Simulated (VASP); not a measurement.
# SiO2 (P6_222) in VASP: a series of runs

Runs on SiO2. Level: PBEsol. Tasks: single point.

Everything below comes from runs of VASP 6.6.1. Logs are shortened: lines on timing, memory, paths and dates and some standing lists are left out, and cuts for length are marked.

## 1. The cell of the first run

Symmetry: P6_222, No. 180, hexagonal system. Conventional cell: a = 5.081 Å, b = 5.081 Å, c = 5.559 Å, α = 90.00°, β = 90.00°, γ = 120.00°. Si (site symmetry 222) has 4 O at 1.62 Å within 2.1 Å. O (site symmetry 2) has 2 Si at 1.62 Å within 2.1 Å.

## 2. Single point, PBEsol

Input file INCAR:

```
  PREC = Accurate
  ENCUT = 520
  EDIFF = 1E-7
  ISMEAR = 0
  SIGMA = 0.1
  LREAL = False
  LASPH = True
  NELM = 80
  ALGO = Normal
  ISIF = 2
  LWAVE = False
  LCHARG = True
  GGA = PS
  LELF = True
  LVHAR = True
  NBANDS = 34
```

Input file KPOINTS:

```
Automatic mesh
0
Gamma
  6 6 4
```

Input file POSCAR:

```
SiO2
1.0
    5.0808357494      0.0000000000      0.0000000000
   -2.5404178747      4.4001328314      0.0000000000
    0.0000000000      0.0000000000      5.5587858921
Si O
3 6
Direct
    0.5000000000      0.0000000000      0.0000000000
    0.5000000000      0.5000000000      0.3333333333
    0.0000000000      0.5000000000      0.6666666667
    0.4159447596      0.2079723798      0.1666666667
    0.2079723798      0.4159447596      0.5000000000
    0.7920276202      0.2079723798      0.8333333333
    0.5840552404      0.7920276202      0.1666666667
    0.7920276202      0.5840552404      0.5000000000
    0.2079723798      0.7920276202      0.8333333333
```

Potentials or basis: VASP PAW PBE potentials, release 64 (Si, O).

Command:

```console
$ cat potpaw_PBE.64/Si/POTCAR potpaw_PBE.64/O/POTCAR > POTCAR
$ mpirun -np 1 vasp_std > vasp.out
```

OUTCAR:

```text
PREC = Accurate
   ENCUT = 520
   EDIFF = 1E-7
   ISMEAR = 0
   LREAL = False
   LASPH = True
   NELM = 80
   ISIF = 2
   GGA = PS

 ion  position               nearest neighbor table
   1  0.500  0.000  0.000-   4 1.62   7 1.62   6 1.62   9 1.62   2 3.14   3 3.14   2 3.14   3 3.14

   2  0.500  0.500  0.333-   4 1.62   7 1.62   5 1.62   8 1.62   1 3.14   1 3.14   3 3.14   3 3.14

   3  0.000  0.500  0.667-   6 1.62   9 1.62   8 1.62   5 1.62   1 3.14   1 3.14   2 3.14   2 3.14

   4  0.416  0.208  0.167-   2 1.62   1 1.62
   5  0.208  0.416  0.500-   3 1.62   2 1.62
   6  0.792  0.208  0.833-   3 1.62   1 1.62
   7  0.584  0.792  0.167-   2 1.62   1 1.62
   8  0.792  0.584  0.500-   3 1.62   2 1.62
   9  0.208  0.792  0.833-   3 1.62   1 1.62

  LATTYP: Found a hexagonal cell.
 ALAT       =     5.0808357494
 C/A-ratio  =     1.0940691977

  Lattice vectors:

 A1 = (   5.0808357494,   0.0000000000,   0.0000000000)
 A2 = (  -2.5404178747,   4.4001328314,   0.0000000000)
 A3 = (   0.0000000000,   0.0000000000,   5.5587858921)

Analysis of symmetry for initial positions (statically):
=====================================================================
 Subroutine PRICEL returns:
 Original cell was already a primitive cell.

 Routine SETGRP: Setting up the symmetry group for a
 hexagonal supercell.

 Subroutine GETGRP returns: Found 12 space group operations
 (whereof  4 operations were pure point group operations)
 out of a pool of 24 trial point group operations.

The static configuration has the point symmetry D_2 .
 The point group associated with its full space group is D_6 .

Analysis of symmetry for dynamics (positions and initial velocities):
=====================================================================
 Subroutine PRICEL returns:
 Original cell was already a primitive cell.

 Routine SETGRP: Setting up the symmetry group for a
 hexagonal supercell.

 Subroutine GETGRP returns: Found 12 space group operations
 (whereof  4 operations were pure point group operations)
 out of a pool of 24 trial point group operations.

The dynamic configuration has the point symmetry D_2 .
 The point group associated with its full space group is D_6 .

 Subroutine INISYM returns: Found 12 space group operations
 (whereof  4 operations are pure point group operations),
 and found     1 'primitive' translations

----------------------------------------------------------------------------------------

                                     Primitive cell

  volume of cell :     124.2742

  direct lattice vectors                    reciprocal lattice vectors
     5.080835749  0.000000000  0.000000000     0.196818014  0.113632933  0.000000000
    -2.540417875  4.400132831  0.000000000     0.000000000  0.227265866  0.000000000
     0.000000000  0.000000000  5.558785892     0.000000000  0.000000000  0.179895398

  length of vectors
     5.080835749  5.080835749  5.558785892     0.227265866  0.227265866  0.179895398

  position of ions in fractional coordinates (direct lattice)
     0.500000000  0.000000000  0.000000000
     0.500000000  0.500000000  0.333333333
     0.000000000  0.500000000  0.666666667
     0.415944760  0.207972380  0.166666667
     0.207972380  0.415944760  0.500000000
     0.792027620  0.207972380  0.833333333
     0.584055240  0.792027620  0.166666667
     0.792027620  0.584055240  0.500000000
     0.207972380  0.792027620  0.833333333

  ion indices of the primitive-cell ions
   primitive index   ion index
                 1           1
                 2           2
                 3           3
                 4           4
                 5           5
                 6           6
                 7           7
                 8           8
                 9           9

----------------------------------------------------------------------------------------

 KPOINTS: Automatic mesh

Automatic generation of k-mesh.
 Grid dimensions read from file:
 generate k-points for:    6    6    4

 Generating k-lattice:

  Cartesian coordinates                     Fractional coordinates (reciprocal lattice)
     0.032803002  0.018938822  0.000000000     0.166666667  0.000000000  0.000000000
     0.000000000  0.037877644  0.000000000     0.000000000  0.166666667  0.000000000
     0.000000000  0.000000000  0.044973849     0.000000000  0.000000000  0.250000000

  Length of vectors
     0.037877644  0.037877644  0.044973849

  Shift w.r.t. Gamma in fractional coordinates (k-lattice)
     0.000000000  0.000000000  0.000000000

 Subroutine IBZKPT returns following result:
 ===========================================

 Found     21 irreducible k-points:

 Following reciprocal coordinates:
            Coordinates               Weight
  0.000000  0.000000  0.000000      1.000000
  0.166667  0.000000  0.000000      6.000000
  0.333333  0.000000  0.000000      6.000000
  0.500000  0.000000  0.000000      3.000000
  0.166667  0.166667  0.000000      6.000000
  0.333333  0.166667  0.000000     12.000000
[... 13 lines left out ...]
  0.333333  0.166667  0.500000     12.000000
  0.333333  0.333333  0.500000      2.000000
   k-points           NKPTS =     21   k-points in BZ     NKDIM =     21   number of bands    NBANDS=     34
   number of dos      NEDOS =    301   number of ions     NIONS =      9
   total plane-waves  NPLWV =  67200
   dimension x,y,z NGX =    40 NGY =   40 NGZ =   42
   dimension x,y,z NGXF=    80 NGYF=   80 NGZF=   84
   ions per type =               3   6
   NGX,Y,Z   is equivalent  to a cutoff of  13.09, 13.09, 12.56 a.u.
   NGXF,Y,Z  is equivalent  to a cutoff of  26.18, 26.18, 25.12 a.u.
 SYSTEM =  unknown system
   PREC   = accura    normal or accurate (medium, high low for compatibility)
   ISTART =      0    job   : 0-new  1-cont  2-samecut
   ICHARG =      2    charge: 1-file 2-atom 10-const
   ISPIN  =      1    spin polarized calculation?
   LNONCOLLINEAR =      F non collinear calculations
   LSORBIT =      F    spin-orbit coupling
   LASPH  =      T    aspherical Exc in radial PAW
   ENCUT  =  520.0 eV  38.22 Ry    6.18 a.u.   9.45  9.45 10.34*2*pi/ulx,y,z
   NELM   =     80;   NELMIN=  2; NELMDL= -5     # of ELM steps
   EDIFF  = 0.1E-06   stopping-criterion for ELM
   LREAL  =      F    real-space projection
   EDIFFG = 0.1E-05   stopping-criterion for IOM
   NSW    =      0    number of steps for IOM
   IBRION =     -1    ionic relax: 0-MD 1-quasi-New 2-CG
   NFREE  =      0    steps in history (QN), initial steepest desc. (CG)
   ISIF   =      2    stress and relaxation
   ISYM   =      2    0-nonsym 1-usesym 2-fastsym
   POTIM  = 0.5000    time-step for ionic-motion
   TEBEG  =    0.0;   TEEND  =   0.0 temperature during run
   PSTRESS=    0.0 pullay stress
   NELECT =      48.0000    total number of electrons
   NUPDOWN=      -1.0000    fix difference up-down
   EMIN   =  10.00;   EMAX   =-10.00  energy-range for DOS
   EFERMI =   0.00;   METHOD = LEGACY
   ISMEAR =     0;   SIGMA  =   0.10  broadening in eV -4-tet -1-fermi 0-gaus
   EFERMI_NEDOS =   21; number of points for ismear=-14 and -15
   IALGO  =     38    algorithm
   IMIX   =      4    mixing-type and parameters
     AMIX     =   0.40;   BMIX     =  1.00
     AMIX_MAG =   1.60;   BMIX_MAG =  1.00
  volume/ion in A,a.u.               =      13.81        93.18
  Fermi-wavevector in a.u.,A,eV,Ry     =   1.192234  2.252996 19.339629  1.421423
  Thomas-Fermi vector in A             =   2.328277
   LORBIT       =      0    0 simple, 1 ext, 2 COOP (PROOUT), +10 PAW based schemes
   GGA     = PS    functional components
   LHFCALC =     F    Hartree Fock is set to
   AEXX    =    0.0000 exact exchange contribution
   IVDW    =     0    specifies the selected vdW correction
   LEPSILON=     F    determine dielectric tensor
   LRPA    =     F    only Hartree local field effects (RPA)
 non-spin polarized calculation
 Gauss-broadening in eV      SIGMA  =   0.10
  energy-cutoff  :      520.00
  volume of cell :      124.27
 maximum number of plane-waves:      3368
 NGX is ok and might be reduce to    40
   NGX = 19   NGY = 19   NGZ = 21

 number of electron      47.9999976 magnetization

 Free energy of the ion-electron system (eV)
  ---------------------------------------------------
  ext. energy  EPLUGINS =         0.00000000
  ---------------------------------------------------
  free energy    TOTEN  =       -73.96013766 eV

  energy without entropy =      -73.96013766  energy(sigma->0) =      -73.96013766

 E-fermi :   0.8048     XC(G=0):  -8.8557

 val. band max:        0.3669150191   @ k =   0.5000   0.0000   0.0000
 cond. band min:       5.9201806713   @ k =   0.0000   0.0000   0.0000
 fundamental gap:      5.5532656522
 Fermi energy:         0.8048301257

 k-point     1 :       0.0000    0.0000    0.0000
  band No.  band energies     occupation
      1     -18.9346      2.00000
      2     -17.4766      2.00000
      3     -17.4766      2.00000
      4     -16.8725      2.00000
      5     -16.8357      2.00000
      6     -16.8357      2.00000
[... 26 lines left out ...]
     33      13.2671      0.00000
     34      13.2679      0.00000

 k-point     2 :       0.1667    0.0000    0.0000
  band No.  band energies     occupation
      1     -18.8607      2.00000
      2     -17.5794      2.00000
      3     -17.4722      2.00000
      4     -16.8716      2.00000
      5     -16.8448      2.00000
      6     -16.8409      2.00000
[... 26 lines left out ...]
     33      13.0470      0.00000
     34      13.4130      0.00000
[... 664 lines left out ...]
     33      11.5086      0.00000
     34      11.7987      0.00000

 k-point    21 :       0.3333    0.3333    0.5000
  band No.  band energies     occupation
      1     -18.4391      2.00000
      2     -17.7860      2.00000
      3     -17.7860      2.00000
      4     -16.8848      2.00000
      5     -16.8623      2.00000
      6     -16.8623      2.00000
[... 26 lines left out ...]
     33      11.6744      0.00000
     34      11.7322      0.00000

------------------------ aborting loop because EDIFF is reached ----------------------------------------

  FORCE on cell =-STRESS in cart. coord.  units (eV):
  Direction    XX          YY          ZZ          XY          YZ          ZX
  --------------------------------------------------------------------------------------
  -------------------------------------------------------------------------------------
  Total        0.4506848      0.4506848      0.4820575      0.0000000      0.0000000      0.0000000
  in kB        5.8103541      5.8103541      6.2148193      0.0000000      0.0000000      0.0000000
  external PRESSURE =       5.9451759 kB  Pullay stress =       0.0000000 kB

 VOLUME and BASIS-vectors are now :
 -----------------------------------------------------------------------------
  energy-cutoff  :      520.00
  volume of cell :      124.27
      direct lattice vectors                 reciprocal lattice vectors
     5.080835749  0.000000000  0.000000000     0.196818014  0.113632933  0.000000000
    -2.540417875  4.400132831  0.000000000     0.000000000  0.227265866  0.000000000
     0.000000000  0.000000000  5.558785892     0.000000000  0.000000000  0.179895398

 POSITION                                       TOTAL-FORCE (eV/Angst)
 -----------------------------------------------------------------------------------
      2.54042      0.00000      0.00000         0.000000     -0.000000      0.000000
      1.27021      2.20007      1.85293         0.000000     -0.000000      0.000000
     -1.27021      2.20007      3.70586         0.000000     -0.000000      0.000000
      1.58501      0.91511      0.92646        -0.019698     -0.011373     -0.000000
     -0.00000      1.83021      2.77939         0.000000     -0.022745     -0.000000
      3.49583      0.91511      4.63232         0.019698     -0.011373      0.000000
      0.95541      3.48503      0.92646         0.019698      0.011373     -0.000000
      2.54042      2.56992      2.77939        -0.000000      0.022745      0.000000
     -0.95541      3.48503      4.63232        -0.019698      0.011373      0.000000
 -----------------------------------------------------------------------------------
    total drift:                               -0.000000      0.000000      0.000001

  FREE ENERGIE OF THE ION-ELECTRON SYSTEM (eV)
  ---------------------------------------------------
  free  energy   TOTEN  =       -73.9601376583 eV

  energy  without entropy=      -73.9601376583  energy(sigma->0) =      -73.96013766
```

Wall time 55 s (1 thread of AMD EPYC 9R45 (Zen 5), shared host); peak memory 0.23 GiB.

What came out:

| Property | Result |
| --- | --- |
| Free energy | -73.9601 eV |
| Pressure | 0.6 GPa |
| Largest force | 0.023 eV/Å |
| Band gap on the k mesh | 5.55 eV, indirect (least direct gap 5.74 eV) |

Forces on the atoms (eV/Å):
```
Si   0.000  0.000  0.000
Si   0.000  0.000  0.000
Si   0.000  0.000  0.000
O   -0.020 -0.011  0.000
O    0.000 -0.023  0.000
O    0.020 -0.011  0.000
O    0.020  0.011  0.000
O    0.000  0.023  0.000
O   -0.020  0.011  0.000
```

Levels at points of the mesh, in eV from the valence-band top:
```
           k point  band 21  band 22  band 23  band 24  band 25  band 26  band 27  band 28
(0.00, 0.00, 0.00)    -0.99    -0.46    -0.46    -0.19     5.55     8.80     8.80     9.05
(0.50, 0.00, 0.00)    -1.15    -0.99    -0.35     0.00     7.58     8.43     9.48     9.49
(0.00, 0.00, 0.50)    -1.15    -0.29     0.00     0.00     7.38     7.38     8.31     9.62
(0.50, 0.00, 0.50)    -0.91    -0.72    -0.69    -0.34     8.38     8.92     9.14     9.29
```

Caveat: the PAW data sets were made with another functional, which shifts forces and pressure a little.

[end of part 1 of 2]
